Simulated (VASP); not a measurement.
# Al2Ru3 (P-3m1) in VASP: relaxation of cell and atoms with PBE

Aim: the relaxation of cell and atoms of Al2Ru3 with PBE.

All numbers are computed with VASP 6.6.1; they aren't measurements. Logs are shortened: lines on timing, memory, paths and dates and some standing lists are left out, and cuts for length are marked.

## Step 1: The cell of the first run

The structure is trigonal, space group P-3m1 (No. 164). The conventional cell has a = 4.100 Å, b = 4.100 Å, c = 5.140 Å, α = 90.00°, β = 90.00°, γ = 120.00°. Within 3.3 Å of Al (site symmetry 3m) lie 8 Ru at 2.48 to 2.66 Å and 3 Al at 2.83 Å. Ru (site symmetry 3m) has 5 Al at 2.48 to 2.66 Å and 6 Ru at 2.73 to 3.03 Å within 3.3 Å. Within 3.3 Å of Ru (site symmetry -3m) lie 6 Al at 2.49 Å and 6 Ru at 3.03 Å.

The cell was generated, and may not be a known phase.

## Step 2: Relaxation of cell and atoms, PBE

Contents of INCAR:

```
  ALGO = Fast
  EDIFF = 1E-6
  EDIFFG = -0.01
  ENCUT = 600
  GGA = PE
  IBRION = 2
  ISIF = 3
  ISMEAR = 0
  LASPH = True
  LCHARG = False
  LREAL = False
  LWAVE = False
  NELM = 80
  NSW = 100
  PREC = Accurate
  SIGMA = 0.1
```

Contents of KPOINTS:

```
k-points
0
Gamma
  12 12 8
```

Contents of POSCAR:

```
Al2Ru3
1.0
    4.0997296716      0.0000000000      0.0000000000
   -2.0498648358      3.5504700442      0.0000000000
    0.0000000000      0.0000000000      5.1396742414
Al Ru
2 3
Direct
    0.6666666667      0.3333333333      0.8499245757
    0.3333333333      0.6666666667      0.1500754243
    0.6666666667      0.3333333333      0.3673054159
    0.3333333333      0.6666666667      0.6326945841
    0.0000000000      0.0000000000      0.0000000000
```

Potentials or basis: VASP PAW PBE potentials, release 64 (Al, Ru_pv).

On the command line:

```
> cat potpaw_PBE.64/Al/POTCAR potpaw_PBE.64/Ru_pv/POTCAR > POTCAR
> mpirun -np 1 vasp_std > vasp.out
```

OUTCAR:

```text
EDIFF = 1E-6
   EDIFFG = -0.01
   ENCUT = 600
   GGA = PE
   IBRION = 2
   ISIF = 3
   ISMEAR = 0
   LASPH = True
   LREAL = False
   NELM = 80
   NSW = 100
   PREC = Accurate

 ion  position               nearest neighbor table
   1  0.667  0.333  0.850-   3 2.48   5 2.49   5 2.49   5 2.49   4 2.62   4 2.62   4 2.62   3 2.66
                             2 2.83   2 2.83   2 2.83
   2  0.333  0.667  0.150-   4 2.48   5 2.49   5 2.49   5 2.49   3 2.62   3 2.62   3 2.62   4 2.66
                             1 2.83   1 2.83   1 2.83
   3  0.667  0.333  0.367-   1 2.48   2 2.62   2 2.62   2 2.62   1 2.66   4 2.73   4 2.73   4 2.73
                             5 3.03   5 3.03   5 3.03
   4  0.333  0.667  0.633-   2 2.48   1 2.62   1 2.62   1 2.62   2 2.66   3 2.73   3 2.73   3 2.73
                             5 3.03   5 3.03   5 3.03
   5  0.000  0.000  0.000-   1 2.49   2 2.49   2 2.49   1 2.49   1 2.49   2 2.49   3 3.03   4 3.03
                             3 3.03   4 3.03   3 3.03   4 3.03

  LATTYP: Found a hexagonal cell.
 ALAT       =     4.0997296716
 C/A-ratio  =     1.2536617419

  Lattice vectors:

 A1 = (   4.0997296716,   0.0000000000,   0.0000000000)
 A2 = (  -2.0498648358,   3.5504700442,   0.0000000000)
 A3 = (   0.0000000000,   0.0000000000,   5.1396742414)

Analysis of symmetry for initial positions (statically):
=====================================================================
 Subroutine PRICEL returns:
 Original cell was already a primitive cell.

 Routine SETGRP: Setting up the symmetry group for a
 hexagonal supercell.

 Subroutine GETGRP returns: Found 12 space group operations
 (whereof 12 operations were pure point group operations)
 out of a pool of 24 trial point group operations.

The static configuration has the point symmetry D_3d.

Analysis of symmetry for dynamics (positions and initial velocities):
=====================================================================
 Subroutine PRICEL returns:
 Original cell was already a primitive cell.

 Routine SETGRP: Setting up the symmetry group for a
 hexagonal supercell.

 Subroutine GETGRP returns: Found 12 space group operations
 (whereof 12 operations were pure point group operations)
 out of a pool of 24 trial point group operations.

The dynamic configuration has the point symmetry D_3d.

 Subroutine INISYM returns: Found 12 space group operations
 (whereof 12 operations are pure point group operations),
 and found     1 'primitive' translations

----------------------------------------------------------------------------------------
[... 105 lines left out ...]
   ISIF   =      3    stress and relaxation
   ISYM   =      2    0-nonsym 1-usesym 2-fastsym
   POTIM  = 0.5000    time-step for ionic-motion
   TEBEG  =    0.0;   TEEND  =   0.0 temperature during run
   PSTRESS=    0.0 pullay stress
   NELECT =      48.0000    total number of electrons
   NUPDOWN=      -1.0000    fix difference up-down
   EMIN   =  10.00;   EMAX   =-10.00  energy-range for DOS
   EFERMI =   0.00;   METHOD = LEGACY
   ISMEAR =     0;   SIGMA  =   0.10  broadening in eV -4-tet -1-fermi 0-gaus
   EFERMI_NEDOS =   21; number of points for ismear=-14 and -15
   IALGO  =     68    algorithm
   IMIX   =      4    mixing-type and parameters
     AMIX     =   0.40;   BMIX     =  1.00
     AMIX_MAG =   1.60;   BMIX_MAG =  1.00
  volume/ion in A,a.u.               =      14.96       100.97
  Fermi-wavevector in a.u.,A,eV,Ry     =   1.411984  2.668262 27.125908  1.993698
  Thomas-Fermi vector in A             =   2.533779
   LORBIT       =      0    0 simple, 1 ext, 2 COOP (PROOUT), +10 PAW based schemes
   GGA     = PE    functional components
   LHFCALC =     F    Hartree Fock is set to
   AEXX    =    0.0000 exact exchange contribution
   IVDW    =     0    specifies the selected vdW correction
   LEPSILON=     F    determine dielectric tensor
   LRPA    =     F    only Hartree local field effects (RPA)
 conjugate gradient relaxation of ions
 non-spin polarized calculation
 RMM-DIIS sequential band-by-band and
 Gauss-broadening in eV      SIGMA  =   0.10
  energy-cutoff  :      600.00
  volume of cell :       74.81
 maximum number of plane-waves:      2523
 NGX is ok and might be reduce to    36
   NGX = 17   NGY = 17   NGZ = 21

--------------------------------------- Ionic step        1  -------------------------------------------

 number of electron      48.0000004 magnetization

 Free energy of the ion-electron system (eV)
  ---------------------------------------------------
  ext. energy  EPLUGINS =         0.00000000
  ---------------------------------------------------
  free energy    TOTEN  =       -35.08775081 eV

  energy without entropy =      -35.05528770  energy(sigma->0) =      -35.07151925

------------------------ aborting loop because EDIFF is reached ----------------------------------------

  FORCE on cell =-STRESS in cart. coord.  units (eV):
  Direction    XX          YY          ZZ          XY          YZ          ZX
  --------------------------------------------------------------------------------------
  -------------------------------------------------------------------------------------
  Total        0.2862190      0.2862190      0.1226889     -0.0000000      0.0000000      0.0000000
  in kB        6.1296036      6.1296036      2.6274778     -0.0000000      0.0000000      0.0000000
  external PRESSURE =       4.9622283 kB  Pullay stress =       0.0000000 kB
[... 299 lines left out ...]
--------------------------------------- Ionic step        9  -------------------------------------------

 number of electron      48.0000006 magnetization

 Free energy of the ion-electron system (eV)
  ---------------------------------------------------
  ext. energy  EPLUGINS =         0.00000000
  ---------------------------------------------------
  free energy    TOTEN  =       -35.08846368 eV

  energy without entropy =      -35.05581117  energy(sigma->0) =      -35.07213743

 E-fermi :   9.3593     XC(G=0): -12.1810

 val. band max:        9.3589493467   @ k =   0.3333   0.3333   0.1250
 cond. band min:       9.3611411322   @ k =   0.3333   0.1667   0.1250
 fundamental gap:      0.0021917855
 Fermi energy:         9.3593096072

 k-point     1 :       0.0000    0.0000    0.0000
  band No.  band energies     occupation
      1     -32.8581      2.00000
      2     -32.8581      2.00000
      3     -32.8529      2.00000
      4     -32.7497      2.00000
      5     -32.6637      2.00000
      6     -32.6637      2.00000
[... 733 lines left out ...]
     27      11.6019      0.00000
     28      13.2763      0.00000

 [... further k-points ...]
[... 5 lines left out ...]
  --------------------------------------------------------------------------------------
  -------------------------------------------------------------------------------------
  Total        0.0119772      0.0119772      0.0290732      0.0000000      0.0000000      0.0000000
  in kB        0.2563061      0.2563061      0.6221500      0.0000000      0.0000000      0.0000000
  external PRESSURE =       0.3782541 kB  Pullay stress =       0.0000000 kB
[... 20 lines left out ...]
  FREE ENERGIE OF THE ION-ELECTRON SYSTEM (eV)
  ---------------------------------------------------
  free  energy   TOTEN  =       -35.0884636790 eV

  energy  without entropy=      -35.0558111749  energy(sigma->0) =      -35.07213743

 reached required accuracy - stopping structural energy minimisation
```

OSZICAR:

```text
N       E                     dE             d eps       ncg     rms          rms(c)
DAV:   1     0.522767263362E+03    0.52277E+03   -0.29755E+04  7440   0.192E+03
DAV:   2    -0.168606363688E+02   -0.53963E+03   -0.52761E+03  7644   0.526E+02
DAV:   3    -0.370889659280E+02   -0.20228E+02   -0.18748E+02  9208   0.916E+01
[... 80 lines left out ...]
   8 F= -.35088430E+02 E0= -.35072109E+02  d E =-.443268E-04
       N       E                     dE             d eps       ncg     rms          rms(c)
DAV:   1    -0.350884378085E+02   -0.77565E-05   -0.57202E-03  8384   0.104E+00    0.201E-02
RMM:   2    -0.350884976574E+02   -0.59849E-04   -0.42947E-04  7350   0.173E-01    0.501E-02
RMM:   3    -0.350884631699E+02    0.34487E-04   -0.46932E-05  7336   0.595E-02    0.550E-03
RMM:   4    -0.350884636790E+02   -0.50905E-06   -0.77486E-06  6269   0.200E-02
   9 F= -.35088464E+02 E0= -.35072137E+02  d E =-.334183E-04
```

Wall time 27 min (1 thread of Intel Xeon Platinum 8259CL at 2.50GHz (Skylake/Cascade Lake), shared host); peak memory 0.44 GiB.

Results:

- Free energy: -35.0885 eV
- Relaxed volume: 14.97 Å³/atom
- Relaxed cell: a = 4.105 Å, b = 4.105 Å, c = 5.130 Å, α = 90.00°, β = 90.00°, γ = 120.00°
- Space group after relaxing (to 0.1 Å): P-3m1 (No. 164)
- Energy gained by relaxing: 0.1 meV/atom
- Ionic steps: 9
- Pressure after relaxing: 0.0 GPa
- Largest force after relaxing: 0.010 eV/Å
- Band gap on the k mesh: zero (bands 24 and 25 overlap by 0.73 eV)

Forces on the atoms (eV/Å):
```
Al   0.000  0.000 -0.007
Al   0.000  0.000  0.007
Ru   0.000  0.000 -0.010
Ru   0.000  0.000  0.010
Ru   0.000  0.000  0.000
```

Step by step:
| step | energy change (eV) | largest force (eV/Å) | pressure (GPa) | volume (Å³) |
| --- | --- | --- | --- | --- |
| 1 | 0.0000 | 0.0634 | 0.50 | 74.81 |
| 2 | 0.0009 | 0.0284 | -0.99 | 75.32 |
| 3 | -0.0002 | 0.0536 | -0.19 | 74.96 |
| 4 | -0.0006 | 0.0206 | -0.16 | 74.95 |
| 5 | -0.0006 | 0.0201 | -0.12 | 74.94 |
| 6 | -0.0007 | 0.0129 | 0.17 | 74.81 |
| 7 | -0.0007 | 0.0138 | 0.06 | 74.86 |
| 8 | -0.0007 | 0.0154 | 0.05 | 74.87 |
| 9 | -0.0007 | 0.0097 | 0.04 | 74.87 |

Final structure:
```xyz
5
Lattice="4.1053 0.0000 0.0000 -2.0526 3.5553 0.0000 0.0000 0.0000 5.1298" Properties=species:S:1:pos:R:3 pbc="T T T"
Al    2.0526    1.1851    4.3608
Al    0.0000    2.3702    0.7689
Ru    2.0526    1.1851    1.8776
Ru    0.0000    2.3702    3.2522
Ru    2.0526    3.5553    0.0000
```
